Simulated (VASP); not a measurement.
Wanted: the native input for a VASP 6.6.1 run.

| Property | Result |
| --- | --- |
| Task | single point |
| Functional | PBEsol |
| Potentials or basis | VASP PAW PBE potentials, release 64 (Ta_pv, N) |
| Cutoff | 520 eV |
| k mesh | 18 × 18 × 14 |
| Occupations | gaussian, width 0.1 eV |
| Spin | no spin polarisation |
| Dipole correction | no |
| Further INCAR settings | ALGO = Normal; EDIFF = 1e-06; NBANDS = 15 |

The structure of TaN lies in POSCAR:

```
TaN
1.0
    2.8925571113      0.0000000000      0.0000000000
   -1.4462785557      2.5050279403      0.0000000000
    0.0000000000      0.0000000000      2.8454523850
Ta N
1 1
Direct
    0.3333333333      0.6666666667      0.5000000000
    0.0000000000      0.0000000000      0.0000000000
```

One way to write it, as run:

INCAR

```
PREC = Accurate
ENCUT = 520
EDIFF = 1E-6
ISMEAR = 0
SIGMA = 0.1
LREAL = False
LASPH = True
NELM = 80
ALGO = Normal
ISIF = 2
LWAVE = False
LCHARG = True
GGA = PS
LELF = True
LVHAR = True
NBANDS = 15
```

KPOINTS

```
regular mesh
0
Gamma
  18 18 14
```

Potentials or basis: VASP PAW PBE potentials, release 64 (Ta_pv, N).

Command:

```sh
$ cat potpaw_PBE.64/Ta_pv/POTCAR potpaw_PBE.64/N/POTCAR > POTCAR
$ mpirun -np 1 vasp_std > vasp.out
```

Results of the run:

```yaml
Pressure: 12.8 GPa
Band_gap_on_the_k_mesh: zero (bands 8 and 9 overlap by 0.35 eV)
```

Caveat: the cell stands under pressure; the PAW data sets were made with another functional, which shifts forces and pressure a little; spin-orbit coupling is left out, which moves the levels of the heavy elements.

Run time: 100 s on 1 thread of Intel Xeon 8259CL (shared host), peak memory 0.22 GiB.
